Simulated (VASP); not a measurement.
# Sr (Fm-3m) in VASP: notebook, part 2 of 2

VASP 6.6.1. The steps go on from the part before.

### Step 4. Single point, LDA (26.73 Å³/atom)

The input, INCAR:

```
SYSTEM = Sr
ALGO     = Normal         ! electronic algorithm
EDIFF    = 1E-6           ! SCF threshold, eV
ENCUT    = 520            ! plane-wave cutoff, eV
ISIF     = 2              ! what is computed and relaxed
ISMEAR   = -1             ! smearing method
LASPH    = .True.         ! aspherical terms in the spheres
LCHARG   = .False.        ! write CHGCAR
LREAL    = .False.        ! projectors in reciprocal space
LWAVE    = .False.        ! write WAVECAR
NBANDS   = 11             ! bands
NELM     = 60             ! most SCF steps
PREC     = Accurate       ! precision mode
SIGMA    = 0.05           ! smearing width, eV
```

The input, KPOINTS:

```
k-points
0
Gamma
  13 13 13
  0 0 0
```

The input, POSCAR:

```
Sr
1.0
    0.0000000000      2.3730137551      2.3730137551
    2.3730137551      0.0000000000      2.3730137551
    2.3730137551      2.3730137551      0.0000000000
Sr
1
Direct
    0.0000000000      0.0000000000      0.0000000000
```

Potentials or basis: VASP PAW LDA potentials, release 64 (Sr_sv).

Command:

```console
cat potpaw_LDA.64/Sr_sv/POTCAR > POTCAR
mpirun -np 1 vasp_std > vasp.out
```

OUTCAR:

```text
SYSTEM = Sr
   EDIFF = 1E-6
   ENCUT = 520
   ISIF = 2
   ISMEAR = -1
   LASPH = .True.
   LREAL = .False.
   NELM = 60
   PREC = Accurate

 ion  position               nearest neighbor table
   1  0.000  0.000  0.000-

  LATTYP: Found a face centered cubic cell.
 ALAT       =     4.7460275102

  Lattice vectors:

 A1 = (   0.0000000000,   2.3730137551,   2.3730137551)
 A2 = (   2.3730137551,   0.0000000000,   2.3730137551)
 A3 = (   2.3730137551,   2.3730137551,   0.0000000000)

Analysis of symmetry for initial positions (statically):
=====================================================================
 Subroutine PRICEL returns:
 Original cell was already a primitive cell.

 Routine SETGRP: Setting up the symmetry group for a
 face centered cubic supercell.

 Subroutine GETGRP returns: Found 48 space group operations
 (whereof 48 operations were pure point group operations)
 out of a pool of 48 trial point group operations.

The static configuration has the point symmetry O_h .

Analysis of symmetry for dynamics (positions and initial velocities):
=====================================================================
 Subroutine PRICEL returns:
 Original cell was already a primitive cell.
[... 166 lines left out ...]
      4     -12.1744      2.00000
      5       0.5075      2.00000
      6       7.6177      0.00000
      7       7.6177      0.00000
      8       7.6177      0.00000
      9      10.7209      0.00000
     10      10.7209      0.00000
     11      14.3177      0.00000
[... 309 lines left out ...]
 k-point    24 :       0.4615    0.1538    0.0000
  band No.  band energies     occupation
      1     -30.6333      2.00000
      2     -13.8063      2.00000
      3     -12.6205      2.00000
      4     -12.4952      2.00000
      5       3.6426      2.00000
      6       5.7951      0.00000
      7       6.9686      0.00000
      8       8.1381      0.00000
      9      12.3263      0.00000
     10      13.1870      0.00000
     11      15.6692      0.00000

 [... further k-points ...]

------------------------ aborting loop because EDIFF is reached ----------------------------------------

  FORCE on cell =-STRESS in cart. coord.  units (eV):
  Direction    XX          YY          ZZ          XY          YZ          ZX
  --------------------------------------------------------------------------------------
  -------------------------------------------------------------------------------------
  Total        3.1522858      3.1522858      3.1522858      0.0000000      0.0000000     -0.0000000
  in kB      188.9754546    188.9754546    188.9754546      0.0000000      0.0000000     -0.0000000
  external PRESSURE =     188.9754546 kB  Pullay stress =       0.0000000 kB

 VOLUME and BASIS-vectors are now :
 -----------------------------------------------------------------------------
  energy-cutoff  :      520.00
  volume of cell :       26.73
      direct lattice vectors                 reciprocal lattice vectors
     0.000000000  2.373013755  2.373013755    -0.210702529  0.210702529  0.210702529
     2.373013755  0.000000000  2.373013755     0.210702529 -0.210702529  0.210702529
     2.373013755  2.373013755  0.000000000     0.210702529  0.210702529 -0.210702529

 POSITION                                       TOTAL-FORCE (eV/Angst)
 -----------------------------------------------------------------------------------
      0.00000      0.00000      0.00000        -0.000000      0.000000     -0.000000
 -----------------------------------------------------------------------------------
    total drift:                               -0.000000     -0.000000     -0.000000

  FREE ENERGIE OF THE ION-ELECTRON SYSTEM (eV)
  ---------------------------------------------------
  free  energy   TOTEN  =        -1.0029272322 eV

  energy  without entropy=       -0.9951596932  energy(sigma->0) =       -0.99904346
```

OSZICAR:

```text
N       E                     dE             d eps       ncg     rms          rms(c)
DAV:   1     0.363542357597E+02    0.36354E+02   -0.55199E+03  1848   0.874E+02
DAV:   2     0.715531927143E-01   -0.36283E+02   -0.35411E+02  2207   0.174E+02
DAV:   3    -0.101246688639E+01   -0.10840E+01   -0.10710E+01  2364   0.235E+01
DAV:   4    -0.105545016886E+01   -0.42983E-01   -0.42939E-01  2316   0.410E+00
DAV:   5    -0.105649399452E+01   -0.10438E-02   -0.10438E-02  2432   0.498E-01    0.170E+01
DAV:   6    -0.101731552739E+01    0.39178E-01   -0.32259E-02  2883   0.103E+00    0.101E+01
DAV:   7    -0.100290393477E+01    0.14412E-01   -0.48036E-02  2925   0.115E+00    0.486E-01
DAV:   8    -0.100292966462E+01   -0.25730E-04   -0.19350E-03  2079   0.349E-01    0.907E-02
DAV:   9    -0.100292868722E+01    0.97741E-06   -0.58246E-05  2358   0.722E-02    0.403E-02
DAV:  10    -0.100292721047E+01    0.14767E-05   -0.53031E-06  2542   0.201E-02    0.709E-03
DAV:  11    -0.100292723218E+01   -0.21703E-07   -0.19852E-07  1203   0.287E-03
   1 F= -.10029272E+01 E0= -.99904346E+00  d E =-.776754E-02
```

It took 37 s on 1 thread of Intel Xeon 8259CL, shared host; peak memory 0.16 GiB.

What came out:

| Item | Value |
| --- | --- |
| Free energy | -1.0029 eV |
| Pressure | 18.9 GPa |
| Band gap on the k mesh | zero (bands 5 and 6 overlap by 0.92 eV) |

Levels at points of the mesh, in eV from the Fermi level:
| k point | band 2 | band 3 | band 4 | band 5 | band 6 | band 7 | band 8 | band 9 |
| --- | --- | --- | --- | --- | --- | --- | --- | --- |
| (0.00, 0.00, 0.00) | -16.66 | -16.66 | -16.66 | -3.98 | 3.13 | 3.13 | 3.13 | 6.24 |

Caveat: the cell stands under pressure.
